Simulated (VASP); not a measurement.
Input of a VASP 6.6.1 run:

POSCAR

```
Pt
1.0
    4.5006086680      0.0000000000      0.0000000000
   -2.2503043340      3.8976414390      0.0000000000
    0.0000000000      0.0000000000      2.6811485997
Pt
3
Direct
    0.0000000000      1.0000000000      0.0000000000
    0.3333333333      0.6666666667      0.5000000000
    0.6666666667      0.3333333333      0.5000000000
```

INCAR.step1

```
SYSTEM = Pt
ALGO     = Normal         ! electronic algorithm
EDIFF    = 1E-4           ! SCF threshold, eV
ENCUT    = 520            ! plane-wave cutoff, eV
GGA      = PE             ! functional
ISMEAR   = -1             ! smearing method
ISPIN    = 2              ! spin polarisation
LASPH    = .True.         ! aspherical terms in the spheres
LCHARG   = .False.        ! write CHGCAR
LMAXMIX  = 4              ! l up to which the mixer works
LREAL    = .False.        ! projectors in reciprocal space
LWAVE    = .True.         ! write WAVECAR
MAGMOM   = -0.252 -0.198 -0.198 ! initial moments
NBANDS   = 26             ! bands
NELM     = 150            ! most SCF steps
PREC     = Accurate       ! precision mode
SIGMA    = 0.05           ! smearing width, eV
```

The input INCAR.step2:

```
SYSTEM = Pt
ALGO     = Normal         ! electronic algorithm
EDIFF    = 1E-7           ! SCF threshold, eV
ENCUT    = 520            ! plane-wave cutoff, eV
ISIF     = 2              ! what is computed and relaxed
ISMEAR   = -1             ! smearing method
ISPIN    = 2              ! spin polarisation
ISTART   = 1            
LASPH    = .True.         ! aspherical terms in the spheres
LCHARG   = .False.        ! write CHGCAR
LMAXMIX  = 4              ! l up to which the mixer works
LMIXTAU  = .True.       
LORBIT   = 11             ! projections on sites
LREAL    = .False.        ! projectors in reciprocal space
LWAVE    = .False.        ! write WAVECAR
MAGMOM   = -0.252 -0.198 -0.198 ! initial moments
METAGGA  = R2SCAN         ! meta-GGA
NBANDS   = 26             ! bands
NELM     = 150            ! most SCF steps
PREC     = Accurate       ! precision mode
SIGMA    = 0.05           ! smearing width, eV
```

File KPOINTS:

```
k-points
0
Gamma
  11 11 15
  0 0 0
```

Potentials or basis: VASP PAW PBE potentials, release 64 (Pt).

Command:

```console
$ cat potpaw_PBE.64/Pt/POTCAR > POTCAR
$ cp INCAR.step1 INCAR
$ mpirun -np 1 vasp_std > vasp.out
$ cp INCAR.step2 INCAR
$ mpirun -np 1 vasp_std > vasp.out
```

(1) What does it give for the net moment?

(2) Predict the pressure.

(3) What does it give for the band gap on the k mesh?

Results:

(1) 0.00 μB per cell.

(2) 0.4 GPa.

(3) zero (filled and empty bands overlap).

Caveat: the PAW data sets were made with another functional, which shifts forces and pressure a little; spin-orbit coupling is left out, which moves the levels of the heavy elements.
